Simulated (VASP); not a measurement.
# SiNi (rocksalt type) (Fm-3m) in VASP: further runs

SiNi (rocksalt type) is run at these levels: LDA; tasks: single point, relaxation of cell and atoms.

Program: VASP 6.6.1. These are calculated values, not measurements. Logs are shortened: lines on timing, memory, paths and dates and some standing lists are left out, and cuts for length are marked.

**1. The cell of the first run**

The structure is cubic, space group Fm-3m (No. 225). Conventional cell: a = 4.643 Å, b = 4.643 Å, c = 4.643 Å, α = 90.00°, β = 90.00°, γ = 90.00°. Within 3.1 Å of Ni (site symmetry m-3m) lie 6 Si at 2.32 Å. Within 3.1 Å of Si (site symmetry m-3m) lie 6 Ni at 2.32 Å.

**2. Single point, LDA**

INCAR

```
SYSTEM = SiNi
ALGO     = Normal         ! electronic algorithm
EDIFF    = 1E-6           ! SCF threshold, eV
ENCUT    = 520            ! plane-wave cutoff, eV
GGA      = CA             ! functional
ISIF     = 2              ! what is computed and relaxed
ISMEAR   = -1             ! smearing method
LASPH    = .True.         ! aspherical terms in the spheres
LCHARG   = .True.         ! write CHGCAR
LELF     = .True.         ! ELF
LREAL    = .False.        ! projectors in reciprocal space
LVHAR    = .True.       
LWAVE    = .False.        ! write WAVECAR
NBANDS   = 14             ! bands
NELM     = 60             ! most SCF steps
PREC     = Accurate       ! precision mode
SIGMA    = 0.08           ! smearing width, eV
```

KPOINTS

```
k-points
0
Gamma
  16 16 16
  0 0 0
```

POSCAR

```
SiNi
1.0
    0.0000000000      2.3213761312      2.3213761312
    2.3213761312      0.0000000000      2.3213761312
    2.3213761312      2.3213761312      0.0000000000
Ni Si
1 1
Direct
    0.0000000000      0.0000000000      0.0000000000
    0.5000000000      0.5000000000      0.5000000000
```

Potentials or basis: VASP PAW LDA potentials, release 64 (Ni, Si).

Started as:

```console
$ cat potpaw_LDA.64/Ni/POTCAR potpaw_LDA.64/Si/POTCAR > POTCAR
$ mpirun -np 1 vasp_std > vasp.out
```

OUTCAR:

```text
SYSTEM = SiNi
   EDIFF = 1E-6
   ENCUT = 520
   GGA = CA
   ISIF = 2
   ISMEAR = -1
   LASPH = .True.
   LREAL = .False.
   NELM = 60
   PREC = Accurate

 ion  position               nearest neighbor table
   1  0.000  0.000  0.000-   2 2.32   2 2.32   2 2.32   2 2.32   2 2.32   2 2.32
   2  0.500  0.500  0.500-   1 2.32   1 2.32   1 2.32   1 2.32   1 2.32   1 2.32

  LATTYP: Found a face centered cubic cell.
 ALAT       =     4.6427522624

  Lattice vectors:

 A1 = (   0.0000000000,   2.3213761312,   2.3213761312)
 A2 = (   2.3213761312,   0.0000000000,   2.3213761312)
 A3 = (   2.3213761312,   2.3213761312,   0.0000000000)

Analysis of symmetry for initial positions (statically):
=====================================================================
 Subroutine PRICEL returns:
 Original cell was already a primitive cell.

 Routine SETGRP: Setting up the symmetry group for a
 face centered cubic supercell.

 Subroutine GETGRP returns: Found 48 space group operations
 (whereof 48 operations were pure point group operations)
 out of a pool of 48 trial point group operations.

The static configuration has the point symmetry O_h .

Analysis of symmetry for dynamics (positions and initial velocities):
=====================================================================
 Subroutine PRICEL returns:
 Original cell was already a primitive cell.

 Routine SETGRP: Setting up the symmetry group for a
 face centered cubic supercell.

 Subroutine GETGRP returns: Found 48 space group operations
 (whereof 48 operations were pure point group operations)
 out of a pool of 48 trial point group operations.

The dynamic configuration has the point symmetry O_h .

 Subroutine INISYM returns: Found 48 space group operations
 (whereof 48 operations are pure point group operations),
 and found     1 'primitive' translations

----------------------------------------------------------------------------------------

                                     Primitive cell

  volume of cell :      25.0188

  direct lattice vectors                    reciprocal lattice vectors
     0.000000000  2.321376131  2.321376131    -0.215389481  0.215389481  0.215389481
     2.321376131  0.000000000  2.321376131     0.215389481 -0.215389481  0.215389481
     2.321376131  2.321376131  0.000000000     0.215389481  0.215389481 -0.215389481

  length of vectors
     3.282921608  3.282921608  3.282921608     0.373065524  0.373065524  0.373065524

  position of ions in fractional coordinates (direct lattice)
     0.000000000  0.000000000  0.000000000
     0.500000000  0.500000000  0.500000000

  ion indices of the primitive-cell ions
   primitive index   ion index
                 1           1
                 2           2

----------------------------------------------------------------------------------------

 KPOINTS: k-points

Automatic generation of k-mesh.
 Grid dimensions read from file:
 generate k-points for:   16   16   16

 Generating k-lattice:

  Cartesian coordinates                     Fractional coordinates (reciprocal lattice)
    -0.013461843  0.013461843  0.013461843     0.062500000  0.000000000  0.000000000
     0.013461843 -0.013461843  0.013461843     0.000000000  0.062500000  0.000000000
     0.013461843  0.013461843 -0.013461843     0.000000000  0.000000000  0.062500000

  Length of vectors
     0.023316595  0.023316595  0.023316595

  Shift w.r.t. Gamma in fractional coordinates (k-lattice)
     0.000000000  0.000000000  0.000000000

 Subroutine IBZKPT returns following result:
 ===========================================

 Found    145 irreducible k-points:

 Following reciprocal coordinates:
            Coordinates               Weight
  0.000000  0.000000  0.000000      1.000000
  0.062500  0.000000  0.000000      8.000000
  0.125000  0.000000  0.000000      8.000000
  0.187500  0.000000  0.000000      8.000000
  0.250000  0.000000  0.000000      8.000000
  0.312500  0.000000  0.000000      8.000000
[... 16 lines left out ...]
 -0.125000  0.062500  0.000000     24.000000
 -0.062500  0.062500  0.000000     12.000000
 [... further k-points ...]
   k-points           NKPTS =    145   k-points in BZ     NKDIM =    145   number of bands    NBANDS=     14
   number of dos      NEDOS =    301   number of ions     NIONS =      2
   total plane-waves  NPLWV =  13824
   dimension x,y,z NGX =    24 NGY =   24 NGZ =   24
   dimension x,y,z NGXF=    48 NGYF=   48 NGZF=   48
   ions per type =               1   1
   NGX,Y,Z   is equivalent  to a cutoff of  12.15, 12.15, 12.15 a.u.
   NGXF,Y,Z  is equivalent  to a cutoff of  24.31, 24.31, 24.31 a.u.
 SYSTEM =  SiNi
   PREC   = accura    normal or accurate (medium, high low for compatibility)
   ISTART =      0    job   : 0-new  1-cont  2-samecut
   ICHARG =      2    charge: 1-file 2-atom 10-const
   ISPIN  =      1    spin polarized calculation?
   LNONCOLLINEAR =      F non collinear calculations
   LSORBIT =      F    spin-orbit coupling
   LASPH  =      T    aspherical Exc in radial PAW
   ENCUT  =  520.0 eV  38.22 Ry    6.18 a.u.   6.10  6.10  6.10*2*pi/ulx,y,z
   NELM   =     60;   NELMIN=  2; NELMDL= -5     # of ELM steps
   EDIFF  = 0.1E-05   stopping-criterion for ELM
   LREAL  =      F    real-space projection
   EDIFFG = 0.1E-04   stopping-criterion for IOM
   NSW    =      0    number of steps for IOM
   IBRION =     -1    ionic relax: 0-MD 1-quasi-New 2-CG
   NFREE  =      0    steps in history (QN), initial steepest desc. (CG)
   ISIF   =      2    stress and relaxation
   ISYM   =      2    0-nonsym 1-usesym 2-fastsym
   POTIM  = 0.5000    time-step for ionic-motion
   TEBEG  =    0.0;   TEEND  =   0.0 temperature during run
   PSTRESS=    0.0 pullay stress
   NELECT =      14.0000    total number of electrons
   NUPDOWN=      -1.0000    fix difference up-down
   EMIN   =  10.00;   EMAX   =-10.00  energy-range for DOS
   EFERMI =   0.00;   METHOD = LEGACY
   ISMEAR =    -1;   SIGMA  =   0.08  broadening in eV -4-tet -1-fermi 0-gaus
   EFERMI_NEDOS =   21; number of points for ismear=-14 and -15
   IALGO  =     38    algorithm
   IMIX   =      4    mixing-type and parameters
     AMIX     =   0.40;   BMIX     =  1.00
     AMIX_MAG =   1.60;   BMIX_MAG =  1.00
  volume/ion in A,a.u.               =      12.51        84.42
  Fermi-wavevector in a.u.,A,eV,Ry     =   1.349052  2.549338 24.761802  1.819941
  Thomas-Fermi vector in A             =   2.476670
   LORBIT       =      0    0 simple, 1 ext, 2 COOP (PROOUT), +10 PAW based schemes
   GGA     = CA    functional components
   LHFCALC =     F    Hartree Fock is set to
   AEXX    =    0.0000 exact exchange contribution
   IVDW    =     0    specifies the selected vdW correction
   LEPSILON=     F    determine dielectric tensor
   LRPA    =     F    only Hartree local field effects (RPA)
 non-spin polarized calculation
  energy-cutoff  :      520.00
  volume of cell :       25.02
 maximum number of plane-waves:       692
   NGX = 13   NGY = 13   NGZ = 13

 number of electron      14.0000000 magnetization

 Free energy of the ion-electron system (eV)
  ---------------------------------------------------
  ext. energy  EPLUGINS =         0.00000000
  ---------------------------------------------------
  free energy    TOTEN  =       -12.65786537 eV

  energy without entropy =      -12.63269564  energy(sigma->0) =      -12.64528050

 E-fermi :   9.7037     XC(G=0): -12.2399

 val. band max:        9.7006827402   @ k =  -0.2500   0.1250   0.0000
 cond. band min:       9.7172363157   @ k =   0.5000   0.4375   0.0625
 fundamental gap:      0.0165535755
 Fermi energy:         9.7037209359

 k-point     1 :       0.0000    0.0000    0.0000
  band No.  band energies     occupation
      1      -2.7314      2.00000
      2       6.9730      2.00000
      3       6.9730      2.00000
      4       6.9865      2.00000
      5       6.9865      2.00000
      6       6.9865      2.00000
      7      13.9580      0.00000
      8      13.9580      0.00000
      9      13.9580      0.00000
     10      20.0845      0.00000
     11      20.0845      0.00000
     12      20.0845      0.00000
     13      21.8434      0.00000
     14      23.0613      0.00000

 k-point     2 :       0.0625    0.0000    0.0000
  band No.  band energies     occupation
      1      -2.6515      2.00000
      2       6.9361      2.00000
      3       6.9361      2.00000
      4       6.9434      2.00000
      5       7.0116      2.00000
      6       7.0116      2.00000
      7      13.5415      0.00000
      8      13.9947      0.00000
      9      13.9947      0.00000
     10      19.6474      0.00000
     11      20.1542      0.00000
     12      20.1542      0.00000
     13      22.5475      0.00000
     14      23.3435      0.00000

 k-point     3 :       0.1250    0.0000    0.0000
  band No.  band energies     occupation
      1      -2.4124      2.00000
      2       6.8057      2.00000
      3       6.8281      2.00000
      4       6.8281      2.00000
      5       7.0904      2.00000
      6       7.0904      2.00000
      7      12.5219      0.00000
      8      14.0989      0.00000
      9      14.0989      0.00000
     10      18.9951      0.00000
     11      20.2555      0.00000
     12      20.2555      0.00000
     13      22.3797      0.00000
     14      22.3797      0.00000
[... 324 lines left out ...]
 k-point    23 :      -0.1250    0.0625    0.0000
  band No.  band energies     occupation
      1      -2.2278      2.00000
      2       6.7150      2.00000
      3       6.7288      2.00000
      4       6.7716      2.00000
      5       7.1089      2.00000
      6       7.1737      2.00000
      7      12.1560      0.00000
      8      13.3679      0.00000
      9      14.6402      0.00000
     10      18.8932      0.00000
     11      20.0619      0.00000
     12      20.1753      0.00000
     13      21.0124      0.00000
     14      22.8196      0.00000

 k-point    24 :      -0.0625    0.0625    0.0000
  band No.  band energies     occupation
      1      -2.5186      2.00000
      2       6.8591      2.00000
      3       6.8846      2.00000
      4       6.8848      2.00000
      5       7.0348      2.00000
      6       7.0673      2.00000
      7      13.1694      0.00000
      8      13.5556      0.00000
      9      14.2983      0.00000
     10      19.2960      0.00000
     11      20.1958      0.00000
     12      20.2207      0.00000
     13      22.0611      0.00000
     14      23.3612      0.00000

 [... further k-points ...]

------------------------ aborting loop because EDIFF is reached ----------------------------------------

  FORCE on cell =-STRESS in cart. coord.  units (eV):
  Direction    XX          YY          ZZ          XY          YZ          ZX
  --------------------------------------------------------------------------------------
  -------------------------------------------------------------------------------------
  Total        0.0527740      0.0527740      0.0527740      0.0000000      0.0000000      0.0000000
  in kB        3.3795920      3.3795920      3.3795920      0.0000000      0.0000000      0.0000000
  external PRESSURE =       3.3795920 kB  Pullay stress =       0.0000000 kB

 VOLUME and BASIS-vectors are now :
 -----------------------------------------------------------------------------
  energy-cutoff  :      520.00
  volume of cell :       25.02
      direct lattice vectors                 reciprocal lattice vectors
     0.000000000  2.321376131  2.321376131    -0.215389481  0.215389481  0.215389481
     2.321376131  0.000000000  2.321376131     0.215389481 -0.215389481  0.215389481
     2.321376131  2.321376131  0.000000000     0.215389481  0.215389481 -0.215389481

 POSITION                                       TOTAL-FORCE (eV/Angst)
 -----------------------------------------------------------------------------------
      0.00000      0.00000      0.00000         0.000000      0.000000      0.000000
      2.32138      2.32138      2.32138        -0.000000     -0.000000     -0.000000
 -----------------------------------------------------------------------------------
    total drift:                                0.000000     -0.000000     -0.000000

  FREE ENERGIE OF THE ION-ELECTRON SYSTEM (eV)
  ---------------------------------------------------
  free  energy   TOTEN  =       -12.6578653710 eV

  energy  without entropy=      -12.6326956379  energy(sigma->0) =      -12.64528050
```

Run time: 92 s. Hardware: 1 thread of Intel Xeon 8259CL, shared host; peak memory 0.14 GiB.

Results:

* Free energy: -12.6579 eV
* Pressure: 0.3 GPa
* Band gap on the k mesh: zero (bands 7 and 8 overlap by 5.35 eV)

Spin polarisation is off, so any magnetic state and its effect on volume and gap are missing.

**3. Relaxation of cell and atoms, LDA**

This run uses another cell than the first one, of 12.21 Å³/atom.

INCAR

```
SYSTEM = SiNi
PREC     = Accurate       ! precision mode
ENCUT    = 600            ! plane-wave cutoff, eV
EDIFF    = 1E-7           ! SCF threshold, eV
ISMEAR   = -1             ! smearing method
SIGMA    = 0.08           ! smearing width, eV
LREAL    = .False.        ! projectors in reciprocal space
LASPH    = .True.         ! aspherical terms in the spheres
NELM     = 80             ! most SCF steps
ALGO     = Normal         ! electronic algorithm
ISIF     = 3              ! what is computed and relaxed
LWAVE    = .False.        ! write WAVECAR
LCHARG   = .False.        ! write CHGCAR
GGA      = CA             ! functional
IBRION   = 2              ! ionic algorithm
NSW      = 60             ! ionic steps
EDIFFG   = -0.005         ! ionic threshold
```

KPOINTS

```
regular mesh
0
Gamma
  16 16 16
  0 0 0
```

POSCAR

```
SiNi
1.0
    0.0000000000      2.3024851496      2.3024851496
    2.3024851496      0.0000000000      2.3024851496
    2.3024851496      2.3024851496      0.0000000000
Ni Si
1 1
Direct
    0.0000000000      0.0000000000      0.0000000000
    0.5000000000      0.5000000000      0.5000000000
```

Potentials or basis: VASP PAW LDA potentials, release 64 (Ni, Si).

Started as:

```console
$ cat potpaw_LDA.64/Ni/POTCAR potpaw_LDA.64/Si/POTCAR > POTCAR
$ mpirun -np 1 vasp_std > vasp.out
```

Wall time 2.5 min (1 thread of Intel Xeon 8259CL, shared host); peak memory 0.16 GiB.

Results (log left out):

```yaml
Free_energy: -12.6578 eV
Relaxed_volume: 12.53 Å³/atom
Relaxed_cell: a = 3.285 Å, b = 3.285 Å, c = 3.285 Å, α = 60.00°, β = 60.00°, γ = 60.00°
Space_group_after_relaxing_to_0.1_Å: Fm-3m (No. 225)
Energy_gained_by_relaxing: 4.6 meV/atom
Ionic_steps: 3
Pressure_after_relaxing: 0.0 GPa
Band_gap_on_the_k_mesh: zero (bands 7 and 8 overlap by 5.33 eV)
```

Step by step:
```csv
step,energy change (eV),largest force (eV/Å),pressure (GPa),volume (Å³)
1,0.0000,0.0000,4.57,24.41
2,-0.0019,0.0000,-3.74,25.67
3,-0.0091,0.0000,-0.04,25.07
```

Final structure:
```cif
data_structure
_symmetry_space_group_name_H-M 'P 1'
_symmetry_Int_Tables_number 1
_cell_length_a 3.2850
_cell_length_b 3.2850
_cell_length_c 3.2850
_cell_angle_alpha 60.000
_cell_angle_beta 60.000
_cell_angle_gamma 60.000
_cell_volume 25.07
loop_
_atom_site_label
_atom_site_type_symbol
_atom_site_fract_x
_atom_site_fract_y
_atom_site_fract_z
_atom_site_occupancy
Ni1 Ni 0.00000 0.00000 0.00000 1
Si1 Si 0.50000 0.50000 0.50000 1
```

Levels at points of the mesh, in eV from the Fermi level:
| k point | band 5 | band 6 | band 7 | band 8 | band 9 | band 10 |
| --- | --- | --- | --- | --- | --- | --- |
| (0.00, 0.00, 0.00) | -2.71 | -2.71 | 4.25 | 4.25 | 4.25 | 10.37 |
| (0.50, 0.00, 0.00) | -1.90 | -1.90 | -1.25 | 5.98 | 5.98 | 6.41 |
| (0.50, 0.50, 0.00) | -1.69 | -1.69 | -0.75 | -0.16 | -0.16 | 4.05 |
